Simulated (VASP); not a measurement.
**BaS (rocksalt type): single point with LDA**

The system is BaS (rocksalt type).

```
Ba S
1.0
     0.00000    2.48818    2.48818
     2.48818    0.00000    2.48818
     2.48818    2.48818    0.00000
Ba S
1 1
Cartesian
  0.0000 0.0000 0.0000
  2.4882 2.4882 2.4882
```

- Program: VASP 6.6.1
- Task: single point
- Functional: LDA
- Potentials or basis: VASP PAW LDA potentials, release 64 (Ba_sv, S)
- Cutoff: 500 eV
- k mesh: 11 × 11 × 11
- Occupations: fermi-dirac, width 0.1 eV
- Spin: no spin polarisation
- Dipole correction: no
- Further INCAR settings: ALGO = Normal; EDIFF = 1e-06; NBANDS = 15

The pressure is 136.8 GPa. The band gap on the k mesh is zero (bands 8 and 9 overlap by 1.52 eV).

Levels at points of the mesh, in eV from the Fermi level:
```csv
k point,band 6,band 7,band 8,band 9,band 10,band 11
"(0.00, 0.00, 0.00)",-1.44,-1.44,-1.44,0.77,0.77,0.77
```

It took 28 s on 1 thread of Intel(R) Xeon(R) Platinum 8375C CPU @ 2.90GHz (Ice Lake), with other jobs on the host, peak memory 0.16 GiB.

Caveat: the cell stands under pressure; spin-orbit coupling is left out, which moves the levels of the heavy elements.
